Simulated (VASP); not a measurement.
A run of VASP 6.6.1 is set up as follows.

Contents of INCAR:

```
SYSTEM = Bi
  PREC = Accurate
  ENCUT = 520
  EDIFF = 1E-6
  ISMEAR = -1
  SIGMA = 0.03
  LREAL = .FALSE.
  LASPH = .TRUE.
  NELM = 60
  ALGO = Normal
  ISIF = 2
  LWAVE = .FALSE.
  LCHARG = .TRUE.
  GGA = PE
  LELF = .TRUE.
  LVHAR = .TRUE.
  NBANDS = 22
```

The input KPOINTS:

```
regular mesh
0
G
  11 11 11
  0 0 0
```

File POSCAR:

```
Bi
1.0
    2.2265989101      1.2855274801      3.8732834739
   -2.2265989101      1.2855274801      3.8732834739
    0.0000000000     -2.5710549601      3.8732834739
Bi
2
Direct
    0.2338900000      0.2338900000      0.2338900000
    0.7661100000      0.7661100000      0.7661100000
```

Potentials or basis: VASP PAW PBE potentials, release 64 (Bi_d).

Launch:

```sh
$ cat potpaw_PBE.64/Bi_d/POTCAR > POTCAR
$ mpirun -np 1 vasp_std > vasp.out
```

(1) What does it give for the largest force?

(2) Predict the pressure.

(3) What does it give for the band gap on the k mesh?

## Answers

(1) 0.511 eV/Å.

(2) 5.3 GPa.

(3) zero (bands 15 and 16 overlap by 0.07 eV).

Caveat: the cell stands under pressure; spin-orbit coupling is left out, which moves the levels of the heavy elements.
